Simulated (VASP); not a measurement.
Write the native input for VASP 6.6.1 that does the following.

```
Task                   : single point
Functional             : PBEsol
Potentials or basis    : VASP PAW PBE potentials, release 64 (Au, Zn)
Cutoff                 : 520 eV
k mesh                 : 8 × 8 × 8
Occupations            : fermi-dirac, width 0.05 eV
Spin                   : no spin polarisation
Dipole correction      : no
Further INCAR settings : ALGO = Normal; EDIFF = 1e-07; NBANDS = 18
```

The structure of ZnAu lies in POSCAR:

```
ZnAu
1.0
    3.2087215522      0.0000000000      0.0000000000
    0.0000000000      3.2087215522      0.0000000000
    0.0000000000      0.0000000000      3.2087215522
Au Zn
1 1
Direct
    0.0000000000      0.0000000000      0.0000000000
    0.5000000000      0.5000000000      0.5000000000
```

This cell differs from its parent crystal: volume scaled by 1.06.

These files were run (other wordings do the same):

INCAR

```
PREC = Accurate
ENCUT = 520
EDIFF = 1E-7
ISMEAR = -1
SIGMA = 0.05
LREAL = False
LASPH = True
NELM = 100
ALGO = Normal
ISIF = 2
LWAVE = False
LCHARG = False
GGA = PS
NBANDS = 18
```

KPOINTS

```
regular mesh
0
Gamma
  8 8 8
```

Potentials or basis: VASP PAW PBE potentials, release 64 (Au, Zn).

The run is started by

```sh
$ cat potpaw_PBE.64/Au/POTCAR potpaw_PBE.64/Zn/POTCAR > POTCAR
$ mpirun -np 1 vasp_std > vasp.out
```

It gave:

The pressure is -8.5 GPa.

Caveat: the PAW data sets were made with another functional, which shifts forces and pressure a little.

Run time: 5.2 s on 1 thread of Intel(R) Xeon(R) 6975P-C (Granite Rapids), with other jobs on the host, peak memory 0.15 GiB.
